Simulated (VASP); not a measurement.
# In3B4 (Immm) in VASP: single point with r2SCAN

Aim: the single point of In3B4 with r2SCAN.

Everything below comes from runs of VASP 6.6.1. Logs are shortened: lines on timing, memory, paths and dates and some standing lists are left out, and cuts for length are marked.

### Step 1. The cell of the first run

The structure is orthorhombic, space group Immm (No. 71). Conventional cell: a = 3.122 Å, b = 5.392 Å, c = 13.170 Å, α = 90.00°, β = 90.00°, γ = 90.00°. In (site symmetry mm2) has 9 B at 2.55 to 3.42 Å and 8 In at 3.05 to 3.39 Å within 3.5 Å. Within 4.0 Å of In (site symmetry mmm) lie 12 B at 3.04 to 3.25 Å and 6 In at 3.05 to 3.12 Å. B (site symmetry mm2) has 2 B at 1.64 Å within 2.2 Å. Within 2.2 Å of B (site symmetry mm2) lie 3 B at 1.64 to 1.84 Å.

### Step 2. Single point, r2SCAN

POSCAR reads:

```
In3B4
1.0
    0.0000000000      0.0000000000      3.1217722220
    5.3923475485     -0.0000001730      0.0000000000
    2.6961739855      6.5847700940     -1.5608861110
In B
3 4
Direct
    0.1991914100      0.8008085900      0.3983828201
    0.8008085900      0.1991914100      0.6016171799
    0.5000000000      0.0000000000      0.0000000000
    0.3928944219      0.6071055781      0.7857888438
    0.6071055781      0.3928944219      0.2142111562
    0.9301448716      0.5698551284      0.8602897432
    0.0698551284      0.4301448716      0.1397102568
```

INCAR.step1 reads:

```
SYSTEM = In3B4
PREC = Accurate ; ENCUT = 520
ISMEAR = -1 ; SIGMA = 0.1
LREAL = .False. ; LASPH = .True.
NELM = 60 ; NBANDS = 34
GGA = PE ; ALGO = Normal
EDIFF = 1E-4 ; LWAVE = .True.
LCHARG = .False.
```

INCAR.step2 reads:

```
SYSTEM = In3B4
PREC = Accurate ; ENCUT = 520
EDIFF = 1E-6 ; ISMEAR = -1
SIGMA = 0.1 ; LREAL = .False.
LASPH = .True. ; NELM = 60
ALGO = Normal ; ISIF = 2
LWAVE = .False. ; LCHARG = .False.
METAGGA = R2SCAN ; LMIXTAU = .True.
NBANDS = 34 ; ISTART = 1
```

KPOINTS reads:

```
regular mesh
0
Gamma
  5 5 5
  0 0 0
```

Potentials or basis: VASP PAW PBE potentials, release 64 (In_d, B).

Started as:

```console
$ cat potpaw_PBE.64/In_d/POTCAR potpaw_PBE.64/B/POTCAR > POTCAR
$ cp INCAR.step1 INCAR
$ mpirun -np 1 vasp_std > vasp.out
$ cp INCAR.step2 INCAR
$ mpirun -np 1 vasp_std > vasp.out
```

OUTCAR:

```text
SYSTEM = In3B4
   PREC = Accurate
   ENCUT = 520
   EDIFF = 1E-6
   ISMEAR = -1
   LREAL = .False.
   LASPH = .True.
   NELM = 60
   ISIF = 2
   METAGGA = R2SCAN
   ISTART = 1

 ion  position               nearest neighbor table
   1  0.199  0.801  0.398-   4 2.55   3 3.05   3 3.05   2 3.39   2 3.39   2 3.39   2 3.39
   2  0.801  0.199  0.602-   5 2.55   3 3.05   3 3.05   1 3.39   1 3.39   1 3.39   1 3.39
   3  0.500  0.000  0.000-   4 3.04   5 3.04   4 3.04   5 3.04   1 3.05   2 3.05   1 3.05   2 3.05

   4  0.393  0.607  0.786-   6 1.64   6 1.64   1 2.55   3 3.04   3 3.04
   5  0.607  0.393  0.214-   7 1.64   7 1.64   2 2.55   3 3.04   3 3.04
   6  0.930  0.570  0.860-   4 1.64   4 1.64   7 1.84
   7  0.070  0.430  0.140-   5 1.64   5 1.64   6 1.84

  LATTYP: Found a body centered orthorhombic cell.
 ALAT       =     3.1217722220
 B/A-ratio  =     1.7273353611
 C/A-ratio  =     4.2186102715

  Lattice vectors:

 A1 = (   2.6961735630,  -6.5847702670,   1.5608861110)
 A2 = (  -2.6961739855,  -6.5847700940,  -1.5608861110)
 A3 = (   2.6961739855,   6.5847700940,  -1.5608861110)

Analysis of symmetry for initial positions (statically):
=====================================================================
 Subroutine PRICEL returns:
 Original cell was already a primitive cell.

 Routine SETGRP: Setting up the symmetry group for a
 body centered orthorhombic supercell.

 Subroutine GETGRP returns: Found  8 space group operations
 (whereof  8 operations were pure point group operations)
 out of a pool of  8 trial point group operations.

The static configuration has the point symmetry D_2h.

Analysis of symmetry for dynamics (positions and initial velocities):
=====================================================================
 Subroutine PRICEL returns:
 Original cell was already a primitive cell.

 Routine SETGRP: Setting up the symmetry group for a
 body centered orthorhombic supercell.

 Subroutine GETGRP returns: Found  8 space group operations
 (whereof  8 operations were pure point group operations)
 out of a pool of  8 trial point group operations.

The dynamic configuration has the point symmetry D_2h.

 Subroutine INISYM returns: Found  8 space group operations
 (whereof  8 operations are pure point group operations),
 and found     1 'primitive' translations

----------------------------------------------------------------------------------------

                                     Primitive cell

  volume of cell :     110.8459

  direct lattice vectors                    reciprocal lattice vectors
     0.000000000  0.000000000  3.121772222     0.000000002  0.075932794  0.320330866
     5.392347549 -0.000000173  0.000000000     0.185447985 -0.075932800  0.000000000
     2.696173986  6.584770094 -1.560886111     0.000000005  0.151865589  0.000000000

  length of vectors
     3.121772222  5.392347549  7.284567029     0.329207614  0.200391480  0.151865589

  position of ions in fractional coordinates (direct lattice)
     0.199191410  0.800808590  0.398382820
     0.800808590  0.199191410  0.601617180
     0.500000000  0.000000000  0.000000000
     0.392894422  0.607105578  0.785788844
     0.607105578  0.392894422  0.214211156
     0.930144872  0.569855128  0.860289743
     0.069855128  0.430144872  0.139710257

  ion indices of the primitive-cell ions
   primitive index   ion index
                 1           1
                 2           2
                 3           3
                 4           4
                 5           5
                 6           6
                 7           7

----------------------------------------------------------------------------------------

 KPOINTS: regular mesh

Automatic generation of k-mesh.
 Grid dimensions read from file:
 generate k-points for:    5    5    5

 Generating k-lattice:

  Cartesian coordinates                     Fractional coordinates (reciprocal lattice)
     0.000000000  0.015186559  0.064066173     0.200000000  0.000000000  0.000000000
     0.037089597 -0.015186560  0.000000000     0.000000000  0.200000000 -0.000000000
     0.000000001  0.030373118  0.000000000     0.000000000  0.000000000  0.200000000

  Length of vectors
     0.065841523  0.040078296  0.030373118

  Shift w.r.t. Gamma in fractional coordinates (k-lattice)
     0.000000000  0.000000000  0.000000000

 Subroutine IBZKPT returns following result:
 ===========================================

 Found     27 irreducible k-points:

 Following reciprocal coordinates:
            Coordinates               Weight
  0.000000  0.000000  0.000000      1.000000
  0.200000 -0.000000  0.000000      4.000000
  0.400000  0.000000  0.000000      4.000000
  0.000000  0.200000  0.000000      4.000000
  0.200000  0.200000  0.000000      4.000000
  0.400000  0.200000  0.000000      8.000000
[... 16 lines left out ...]
  0.200000 -0.200000  0.200000      8.000000
  0.400000 -0.200000  0.200000      4.000000
 [... further k-points ...]
   k-points           NKPTS =     27   k-points in BZ     NKDIM =     27   number of bands    NBANDS=     34
   number of dos      NEDOS =    301   number of ions     NIONS =      7
   total plane-waves  NPLWV =  51840
   dimension x,y,z NGX =    24 NGY =   40 NGZ =   54
   dimension x,y,z NGXF=    48 NGYF=   80 NGZF=  108
   ions per type =               3   4
   NGX,Y,Z   is equivalent  to a cutoff of  12.78, 12.33, 12.32 a.u.
   NGXF,Y,Z  is equivalent  to a cutoff of  25.56, 24.66, 24.65 a.u.
 SYSTEM =  In3B4
   PREC   = accura    normal or accurate (medium, high low for compatibility)
   ISTART =      1    job   : 0-new  1-cont  2-samecut
   ICHARG =      0    charge: 1-file 2-atom 10-const
   ISPIN  =      1    spin polarized calculation?
   LNONCOLLINEAR =      F non collinear calculations
   LSORBIT =      F    spin-orbit coupling
   LASPH  =      T    aspherical Exc in radial PAW
   ENCUT  =  520.0 eV  38.22 Ry    6.18 a.u.   5.80 10.03 13.54*2*pi/ulx,y,z
   NELM   =     60;   NELMIN=  2; NELMDL=  0     # of ELM steps
   EDIFF  = 0.1E-05   stopping-criterion for ELM
   LREAL  =      F    real-space projection
   EDIFFG = 0.1E-04   stopping-criterion for IOM
   NSW    =      0    number of steps for IOM
   IBRION =     -1    ionic relax: 0-MD 1-quasi-New 2-CG
   NFREE  =      0    steps in history (QN), initial steepest desc. (CG)
   ISIF   =      2    stress and relaxation
   ISYM   =      2    0-nonsym 1-usesym 2-fastsym
   POTIM  = 0.5000    time-step for ionic-motion
   TEBEG  =    0.0;   TEEND  =   0.0 temperature during run
   PSTRESS=    0.0 pullay stress
   NELECT =      51.0000    total number of electrons
   NUPDOWN=      -1.0000    fix difference up-down
   EMIN   =  10.00;   EMAX   =-10.00  energy-range for DOS
   EFERMI =   0.00;   METHOD = LEGACY
   ISMEAR =    -1;   SIGMA  =   0.10  broadening in eV -4-tet -1-fermi 0-gaus
   EFERMI_NEDOS =   21; number of points for ismear=-14 and -15
   IALGO  =     38    algorithm
   IMIX   =      4    mixing-type and parameters
     AMIX     =   0.40;   BMIX     =  1.00
     AMIX_MAG =   1.60;   BMIX_MAG =  1.00
  volume/ion in A,a.u.               =      15.84       106.86
  Fermi-wavevector in a.u.,A,eV,Ry     =   1.263839  2.388309 21.732426  1.597288
  Thomas-Fermi vector in A             =   2.397175
   LORBIT       =      0    0 simple, 1 ext, 2 COOP (PROOUT), +10 PAW based schemes
   METAGGA = R2SCAN    functional components
   LHFCALC =     F    Hartree Fock is set to
   AEXX    =    0.0000 exact exchange contribution
   IVDW    =     0    specifies the selected vdW correction
   LEPSILON=     F    determine dielectric tensor
   LRPA    =     F    only Hartree local field effects (RPA)
 non-spin polarized calculation
  energy-cutoff  :      520.00
  volume of cell :      110.85
 maximum number of plane-waves:      3006
   NGX = 11   NGY = 21   NGZ = 27

 number of electron      51.0000003 magnetization

 Free energy of the ion-electron system (eV)
  ---------------------------------------------------
  ext. energy  EPLUGINS =         0.00000000
  ---------------------------------------------------
  free energy    TOTEN  =       -93.58404926 eV

  energy without entropy =      -93.54830892  energy(sigma->0) =      -93.56617909

 E-fermi :   6.6950     XC(G=0): -11.3126

 val. band max:        6.6832329856   @ k =  -0.4000   0.4000  -0.0000
 cond. band min:       6.8065345132   @ k =   0.2000  -0.2000   0.2000
 fundamental gap:      0.1233015276
 Fermi energy:         6.6950306445

 k-point     1 :       0.0000    0.0000    0.0000
  band No.  band energies     occupation
      1      -8.8578      2.00000
      2      -8.8303      2.00000
      3      -8.6943      2.00000
      4      -8.6041      2.00000
      5      -8.5890      2.00000
      6      -8.5550      2.00000
[... 26 lines left out ...]
     33      14.1331      0.00000
     34      14.7416      0.00000

 k-point     2 :       0.2000   -0.0000    0.0000
  band No.  band energies     occupation
      1      -8.7162      2.00000
      2      -8.7092      2.00000
      3      -8.6627      2.00000
      4      -8.6286      2.00000
      5      -8.6010      2.00000
      6      -8.5790      2.00000
[... 26 lines left out ...]
     33      12.5988      0.00000
     34      13.5472      0.00000

 k-point     3 :       0.4000    0.0000    0.0000
  band No.  band energies     occupation
      1      -8.8114      2.00000
      2      -8.7643      2.00000
      3      -8.7107      2.00000
      4      -8.6763      2.00000
      5      -8.6200      2.00000
      6      -8.4952      2.00000
[... 26 lines left out ...]
     33      10.6442      0.00000
     34      11.5729      0.00000
[... 704 lines left out ...]
 k-point    23 :       0.2000   -0.2000    0.2000
  band No.  band energies     occupation
      1      -8.7116      2.00000
      2      -8.6903      2.00000
      3      -8.6686      2.00000
      4      -8.6228      2.00000
      5      -8.6119      2.00000
      6      -8.5688      2.00000
[... 26 lines left out ...]
     33      12.4849      0.00000
     34      13.4696      0.00000

 k-point    24 :       0.4000   -0.2000    0.2000
  band No.  band energies     occupation
      1      -8.7762      2.00000
      2      -8.7651      2.00000
      3      -8.7110      2.00000
      4      -8.6778      2.00000
      5      -8.6235      2.00000
      6      -8.5429      2.00000
[... 26 lines left out ...]
     33      10.6006      0.00000
     34      11.2786      0.00000

 [... further k-points ...]

------------------------ aborting loop because EDIFF is reached ----------------------------------------

  FORCE on cell =-STRESS in cart. coord.  units (eV):
  Direction    XX          YY          ZZ          XY          YZ          ZX
  --------------------------------------------------------------------------------------
  -------------------------------------------------------------------------------------
  Total        0.1210191      0.0626605     -0.0658445     -0.0000000      0.0000000      0.0000000
  in kB        1.7492219      0.9057004     -0.9517226     -0.0000000      0.0000000      0.0000000
  external PRESSURE =       0.5677332 kB  Pullay stress =       0.0000000 kB

 VOLUME and BASIS-vectors are now :
 -----------------------------------------------------------------------------
  energy-cutoff  :      520.00
  volume of cell :      110.85
      direct lattice vectors                 reciprocal lattice vectors
     0.000000000  0.000000000  3.121772222     0.000000002  0.075932794  0.320330866
     5.392347549 -0.000000173  0.000000000     0.185447985 -0.075932800  0.000000000
     2.696173986  6.584770094 -1.560886111     0.000000005  0.151865589  0.000000000

 POSITION                                       TOTAL-FORCE (eV/Angst)
 -----------------------------------------------------------------------------------
      5.39235      2.62326     -0.00000        -0.000000     -0.005733      0.000000
      2.69617      3.96151      1.56089         0.000000      0.005733     -0.000000
      0.00000      0.00000      1.56089         0.000000      0.000000      0.000000
      5.39235      5.17424      0.00000         0.000000      0.030154      0.000000
      2.69617      1.41053      1.56089        -0.000000     -0.030154      0.000000
      5.39235      5.66481      1.56089        -0.000000     -0.009794      0.000000
      2.69617      0.91996      0.00000         0.000000      0.009794      0.000000
 -----------------------------------------------------------------------------------
    total drift:                               -0.000000     -0.000000      0.000000

  FREE ENERGIE OF THE ION-ELECTRON SYSTEM (eV)
  ---------------------------------------------------
  free  energy   TOTEN  =       -93.5840492631 eV

  energy  without entropy=      -93.5483089184  energy(sigma->0) =      -93.56617909
```

Run time: 7.6 min. Hardware: 1 thread of Oxide Virtual Turin-like, shared host; peak memory 0.24 GiB.

Results:

```
Free energy            : -93.5840 eV
Pressure               : 0.1 GPa
Largest force          : 0.030 eV/Å
Band gap on the k mesh : zero (an odd number of electrons rules out a gap without spin polarisation)
```

Forces on the atoms (eV/Å):
```
In   0.000 -0.006  0.000
In   0.000  0.006  0.000
In   0.000  0.000  0.000
B    0.000  0.030  0.000
B    0.000 -0.030  0.000
B    0.000 -0.010  0.000
B    0.000  0.010  0.000
```

Caveat: the k points lie up to 0.41 Å⁻¹ apart, too coarse for converged energies and pressures of a metal; the PAW data sets were made with another functional, which shifts forces and pressure a little; spin-orbit coupling is left out, which moves the levels of the heavy elements.

The gap in the log of VASP goes by the Fermi energy; the results here count the filled bands.